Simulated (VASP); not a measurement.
# Al16Cu in VASP: single point with PBE+D3(BJ)

Aim: the single point of Al16Cu with PBE+D3(BJ).

Program: VASP 6.6.1. These are calculated values, not measurements. Logs are shortened: lines on timing, memory, paths and dates and some standing lists are left out, and cuts for length are marked.

### 1 The cell of the first run

The cell holds a slab with vacuum, 17 atoms: a = 5.631 Å, b = 7.964 Å, c = 21.329 Å, α = 90.00°, β = 90.00°, γ = 90.00°.

### 2 Single point, PBE+D3(BJ)

Contents of INCAR:

```
SYSTEM = Al16Cu
PREC = Accurate
ENCUT = 520
EDIFF = 1E-7
ISMEAR = 0
SIGMA = 0.1
LREAL = Auto
LASPH = .TRUE.
NELM = 80
ALGO = Normal
ISIF = 2
LWAVE = .FALSE.
LCHARG = .TRUE.
LDIPOL = .TRUE.
IDIPOL = 3
DIPOL = 0.5 0.5 0.301
GGA = PE
IVDW = 12
LELF = .TRUE.
LVHAR = .TRUE.
LVACPOTAV = .TRUE.
NBANDS = 44
```

Contents of KPOINTS:

```
Automatic mesh
0
G
  5 4 1
  0 0 0
```

Contents of POSCAR:

```
Al16Cu
1.0
    5.6314608543      0.0000000000      0.0000000000
    0.0000000000      7.9640883162      0.0000000000
    0.0000000000      0.0000000000     21.3288851192
Al Cu
16 1
Direct
    0.2500000000      0.2500000000      0.1875391038
    0.2500000000      0.7500000000      0.1875391038
    0.7500000000      0.2500000000      0.1875391038
    0.7500000000      0.7500000000      0.1875391038
    0.0000000000      0.0000000000      0.2535465489
    0.0000000000      0.5000000000      0.2535465489
    0.5000000000      0.0000000000      0.2535465489
    0.5000000000      0.5000000000      0.2535465489
    0.2500000000      0.2500000000      0.3225569796
    0.2500000000      0.7500000000      0.3225569796
    0.7500000000      0.2500000000      0.3225569796
    0.7500000000      0.7500000000      0.3225569796
    0.0000000000      0.0000000000      0.3858094351
    0.0000000000      0.5000000000      0.3858094351
    0.5000000000      0.0000000000      0.3858094351
    0.5000000000      0.5000000000      0.3858094351
    0.0000000000      0.0000000000      0.5170868078
```

Potentials or basis: VASP PAW PBE potentials, release 64 (Al, Cu).

The run is started by

```
> cat potpaw_PBE.64/Al/POTCAR potpaw_PBE.64/Cu/POTCAR > POTCAR
> mpirun -np 1 vasp_std > vasp.out
```

OUTCAR:

```text
SYSTEM = Al16Cu
   PREC = Accurate
   ENCUT = 520
   EDIFF = 1E-7
   ISMEAR = 0
   LREAL = Auto
   LASPH = .TRUE.
   NELM = 80
   ISIF = 2
   GGA = PE
   IVDW = 12
 IVDW          = 12

 ion  position               nearest neighbor table
   1  0.250  0.250  0.188-   3 2.82   3 2.82   6 2.82   7 2.82   8 2.82   5 2.82   9 2.88
   2  0.250  0.750  0.188-   4 2.82   4 2.82   6 2.82   7 2.82   8 2.82   5 2.82  10 2.88
   3  0.750  0.250  0.188-   1 2.82   1 2.82   6 2.82   7 2.82   8 2.82   5 2.82  11 2.88
   4  0.750  0.750  0.188-   2 2.82   2 2.82   6 2.82   7 2.82   8 2.82   5 2.82  12 2.88
   5  0.000  0.000  0.254-   7 2.82   7 2.82   3 2.82   4 2.82   1 2.82   2 2.82  13 2.82  11 2.85
                            12 2.85   9 2.85  10 2.85
   6  0.000  0.500  0.254-   8 2.82   8 2.82   3 2.82   4 2.82   1 2.82   2 2.82  14 2.82  11 2.85
                            12 2.85   9 2.85  10 2.85
   7  0.500  0.000  0.254-   5 2.82   5 2.82   3 2.82   4 2.82   1 2.82   2 2.82  15 2.82  11 2.85
                            12 2.85   9 2.85  10 2.85
   8  0.500  0.500  0.254-   6 2.82   6 2.82   3 2.82   4 2.82   1 2.82   2 2.82  16 2.82  11 2.85
                            12 2.85   9 2.85  10 2.85
   9  0.250  0.250  0.323-  13 2.79  14 2.79  15 2.79  16 2.79  11 2.82  11 2.82   7 2.85   8 2.85
                             5 2.85   6 2.85   1 2.88
  10  0.250  0.750  0.323-  13 2.79  14 2.79  15 2.79  16 2.79  12 2.82  12 2.82   7 2.85   8 2.85
                             5 2.85   6 2.85   2 2.88
  11  0.750  0.250  0.323-  13 2.79  14 2.79  15 2.79  16 2.79   9 2.82   9 2.82   7 2.85   8 2.85
[... 5 lines left out ...]
  14  0.000  0.500  0.386-   9 2.79  10 2.79  11 2.79  12 2.79  16 2.82  16 2.82   6 2.82
  15  0.500  0.000  0.386-   9 2.79  10 2.79  11 2.79  12 2.79  13 2.82  13 2.82   7 2.82
  16  0.500  0.500  0.386-   9 2.79  10 2.79  11 2.79  12 2.79  14 2.82  14 2.82   8 2.82
  17  0.000  0.000  0.517-  13 2.80

  LATTYP: Found a simple orthorhombic cell.
 ALAT       =     5.6314608543
 B/A-ratio  =     1.4142135624
 C/A-ratio  =     3.7874515461

  Lattice vectors:

 A1 = (   5.6314608543,   0.0000000000,   0.0000000000)
 A2 = (   0.0000000000,   7.9640883162,   0.0000000000)
 A3 = (   0.0000000000,   0.0000000000,  21.3288851192)

Analysis of symmetry for initial positions (statically):
=====================================================================
 Subroutine PRICEL returns:
 Original cell was already a primitive cell.

 Routine SETGRP: Setting up the symmetry group for a
 simple orthorhombic supercell.

 Subroutine GETGRP returns: Found  4 space group operations
 (whereof  4 operations were pure point group operations)
 out of a pool of  8 trial point group operations.

The static configuration has the point symmetry C_2v.

Analysis of symmetry for dynamics (positions and initial velocities):
=====================================================================
 Subroutine PRICEL returns:
 Original cell was already a primitive cell.

 Routine SETGRP: Setting up the symmetry group for a
 simple orthorhombic supercell.

 Subroutine GETGRP returns: Found  4 space group operations
 (whereof  4 operations were pure point group operations)
 out of a pool of  8 trial point group operations.

The dynamic configuration has the point symmetry C_2v.

 Subroutine INISYM returns: Found  4 space group operations
 (whereof  4 operations are pure point group operations),
 and found     1 'primitive' translations

----------------------------------------------------------------------------------------

                                     Primitive cell

  volume of cell :     956.5888

  direct lattice vectors                    reciprocal lattice vectors
     5.631460854  0.000000000  0.000000000     0.177573817  0.000000000  0.000000000
     0.000000000  7.964088316  0.000000000     0.000000000  0.125563650  0.000000000
     0.000000000  0.000000000 21.328885119     0.000000000  0.000000000  0.046884776

  length of vectors
     5.631460854  7.964088316 21.328885119     0.177573817  0.125563650  0.046884776

  position of ions in fractional coordinates (direct lattice)
     0.250000000  0.250000000  0.187539104
     0.250000000  0.750000000  0.187539104
     0.750000000  0.250000000  0.187539104
     0.750000000  0.750000000  0.187539104
     0.000000000  0.000000000  0.253546549
     0.000000000  0.500000000  0.253546549
[... 9 lines left out ...]
     0.500000000  0.500000000  0.385809435
     0.000000000  0.000000000  0.517086808

  ion indices of the primitive-cell ions
   primitive index   ion index
                 1           1
                 2           2
                 3           3
                 4           4
                 5           5
                 6           6
[... 9 lines left out ...]
                16          16
                17          17

----------------------------------------------------------------------------------------

 KPOINTS: Automatic mesh

Automatic generation of k-mesh.
 Grid dimensions read from file:
 generate k-points for:    5    4    1

 Generating k-lattice:

  Cartesian coordinates                     Fractional coordinates (reciprocal lattice)
     0.035514763  0.000000000  0.000000000     0.200000000  0.000000000  0.000000000
     0.000000000  0.031390913  0.000000000     0.000000000  0.250000000  0.000000000
     0.000000000  0.000000000  0.046884776     0.000000000  0.000000000  1.000000000

  Length of vectors
     0.035514763  0.031390913  0.046884776

  Shift w.r.t. Gamma in fractional coordinates (k-lattice)
     0.000000000  0.000000000  0.000000000

 Subroutine IBZKPT returns following result:
 ===========================================

 Found      9 irreducible k-points:

 Following reciprocal coordinates:
            Coordinates               Weight
  0.000000  0.000000  0.000000      1.000000
  0.200000  0.000000  0.000000      2.000000
  0.400000  0.000000  0.000000      2.000000
  0.000000  0.250000  0.000000      2.000000
  0.200000  0.250000  0.000000      4.000000
  0.400000  0.250000  0.000000      4.000000
  0.000000  0.500000  0.000000      1.000000
  0.200000  0.500000  0.000000      2.000000
  0.400000  0.500000  0.000000      2.000000
   k-points           NKPTS =      9   k-points in BZ     NKDIM =      9   number of bands    NBANDS=     44
   number of dos      NEDOS =    301   number of ions     NIONS =     17
   total plane-waves  NPLWV = 403200
   dimension x,y,z NGX =    42 NGY =   60 NGZ =  160
   dimension x,y,z NGXF=    84 NGYF=  120 NGZF=  320
   ions per type =              16   1
   NGX,Y,Z   is equivalent  to a cutoff of  12.40, 12.52, 12.47 a.u.
   NGXF,Y,Z  is equivalent  to a cutoff of  24.80, 25.05, 24.94 a.u.
 SYSTEM =  Al16Cu
   PREC   = accura    normal or accurate (medium, high low for compatibility)
   ISTART =      0    job   : 0-new  1-cont  2-samecut
   ICHARG =      2    charge: 1-file 2-atom 10-const
   ISPIN  =      1    spin polarized calculation?
   LNONCOLLINEAR =      F non collinear calculations
   LSORBIT =      F    spin-orbit coupling
   LASPH  =      T    aspherical Exc in radial PAW
   ENCUT  =  520.0 eV  38.22 Ry    6.18 a.u.  10.47 14.81 39.66*2*pi/ulx,y,z
   NELM   =     80;   NELMIN=  2; NELMDL= -5     # of ELM steps
   EDIFF  = 0.1E-06   stopping-criterion for ELM
   LREAL  =      T    real-space projection
   EDIFFG = 0.1E-05   stopping-criterion for IOM
   NSW    =      0    number of steps for IOM
   IBRION =     -1    ionic relax: 0-MD 1-quasi-New 2-CG
   NFREE  =      0    steps in history (QN), initial steepest desc. (CG)
   ISIF   =      2    stress and relaxation
   ISYM   =      2    0-nonsym 1-usesym 2-fastsym
   POTIM  = 0.5000    time-step for ionic-motion
   TEBEG  =    0.0;   TEEND  =   0.0 temperature during run
   PSTRESS=    0.0 pullay stress
   NELECT =      59.0000    total number of electrons
   NUPDOWN=      -1.0000    fix difference up-down
   EMIN   =  10.00;   EMAX   =-10.00  energy-range for DOS
   EFERMI =   0.00;   METHOD = LEGACY
   ISMEAR =     0;   SIGMA  =   0.10  broadening in eV -4-tet -1-fermi 0-gaus
   EFERMI_NEDOS =   21; number of points for ismear=-14 and -15
   IALGO  =     38    algorithm
   IMIX   =      4    mixing-type and parameters
     AMIX     =   0.40;   BMIX     =  1.00
     AMIX_MAG =   1.60;   BMIX_MAG =  1.00
  volume/ion in A,a.u.               =      56.27       379.73
  Fermi-wavevector in a.u.,A,eV,Ry     =   0.646820  1.222313  5.692360  0.418377
  Thomas-Fermi vector in A             =   1.714927
   LORBIT       =      0    0 simple, 1 ext, 2 COOP (PROOUT), +10 PAW based schemes
   GGA     = PE    functional components
   LHFCALC =     F    Hartree Fock is set to
   AEXX    =    0.0000 exact exchange contribution
   IVDW    =    12    specifies the selected vdW correction
   LEPSILON=     F    determine dielectric tensor
   LRPA    =     F    only Hartree local field effects (RPA)
 non-spin polarized calculation
 Gauss-broadening in eV      SIGMA  =   0.10
  energy-cutoff  :      520.00
  volume of cell :      956.59
 maximum number of plane-waves:     25803
 NGX is ok and might be reduce to    42
   NGX = 21   NGY = 29   NGZ = 79

 dipolmoment           0.000000      0.000000     -0.001113 electrons x Angstroem

 number of electron      59.0000008 magnetization

 dipolmoment           0.000000      0.000000      0.005214 electrons x Angstroem

 Free energy of the ion-electron system (eV)
  ---------------------------------------------------
  ext. energy  EPLUGINS =         0.00000000
  ---------------------------------------------------
  free energy    TOTEN  =       -56.32916784 eV

  energy without entropy =      -56.28011012  energy(sigma->0) =      -56.30463898

 E-fermi :  -0.5413     XC(G=0):  -4.0830

 val. band max:       -0.5546784232   @ k =   0.0000   0.2500   0.0000
 cond. band min:      -0.5343564720   @ k =   0.2000   0.2500   0.0000
 fundamental gap:      0.0203219512
 Fermi energy:        -0.5412530250

 k-point     1 :       0.0000    0.0000    0.0000
  band No.  band energies     occupation
      1     -10.9969      2.00000
      2      -8.7430      2.00000
      3      -8.6915      2.00000
      4      -8.5513      2.00000
      5      -6.4559      2.00000
      6      -6.4218      2.00000
[... 385 lines left out ...]
     40       1.9819      0.00000
     41       2.0498      0.00000
 [bands above 41 left out]

------------------------ aborting loop because EDIFF is reached ----------------------------------------

 Edisp (eV)   -3.55233

 E8    (eV) :    -1.6625

  FORCE on cell =-STRESS in cart. coord.  units (eV):
  Direction    XX          YY          ZZ          XY          YZ          ZX
  --------------------------------------------------------------------------------------
  -------------------------------------------------------------------------------------
  Total     -10.57232    -3.42656    -4.86584     0.00000     0.00000     0.00000
  in kB     -17.70743    -5.73910    -8.14972     0.00000     0.00000     0.00000
  external pressure =      -10.53 kB  Pullay stress =        0.00 kB

 VOLUME and BASIS-vectors are now :
 -----------------------------------------------------------------------------
  energy-cutoff  :      520.00
  volume of cell :      956.59
      direct lattice vectors                 reciprocal lattice vectors
     5.631460854  0.000000000  0.000000000     0.177573817  0.000000000  0.000000000
     0.000000000  7.964088316  0.000000000     0.000000000  0.125563650  0.000000000
     0.000000000  0.000000000 21.328885119     0.000000000  0.000000000  0.046884776

 POSITION                                       TOTAL-FORCE (eV/Angst)
 -----------------------------------------------------------------------------------
      1.40787      1.99102      4.00000         0.001291      0.005441      0.174516
      1.40787      5.97307      4.00000         0.001291     -0.005441      0.174516
      4.22360      1.99102      4.00000        -0.001291      0.005441      0.174516
      4.22360      5.97307      4.00000        -0.001291     -0.005441      0.174516
      0.00000      0.00000      5.40787         0.000000      0.000000     -0.175857
      0.00000      3.98204      5.40787         0.000000      0.000000     -0.086898
[... 9 lines left out ...]
      2.81573      3.98204      8.22889         0.000000      0.000000     -0.019806
      0.00000      0.00000     11.02889         0.000000      0.000000     -1.229493
 -----------------------------------------------------------------------------------
    total drift:                                0.000000      0.000000     -0.000007

  FREE ENERGIE OF THE ION-ELECTRON SYSTEM (eV)
  ---------------------------------------------------
  free  energy   TOTEN  =       -59.8814974554 eV

  energy  without entropy=      -59.8324397280  energy(sigma->0) =      -59.85696859

 vacuum level on the upper side and lower side of the slab         3.530         3.509
```

Run time: 16 min. Hardware: 1 thread of AMD EPYC 9R14 (Zen 4), shared host; peak memory 0.84 GiB.

Results:

| Property | Result |
| --- | --- |
| Free energy | -59.8815 eV |
| Largest force | 1.229 eV/Å |
| Dispersion energy per atom | -0.209 eV |

Forces in eV/Å, atoms in the order of the input:
```
Al   0.001  0.005  0.175
Al   0.001 -0.005  0.175
Al  -0.001  0.005  0.175
Al  -0.001 -0.005  0.175
Al   0.000  0.000 -0.176
Al   0.000  0.000 -0.087
Al   0.000  0.000 -0.112
Al   0.000  0.000 -0.081
Al   0.057 -0.042 -0.049
Al   0.057  0.042 -0.049
Al  -0.057 -0.042 -0.049
Al  -0.057  0.042 -0.049
Al   0.000  0.000  1.129
Al   0.000  0.000  0.037
Al   0.000  0.000  0.039
Al   0.000  0.000 -0.020
Cu   0.000  0.000 -1.229
```
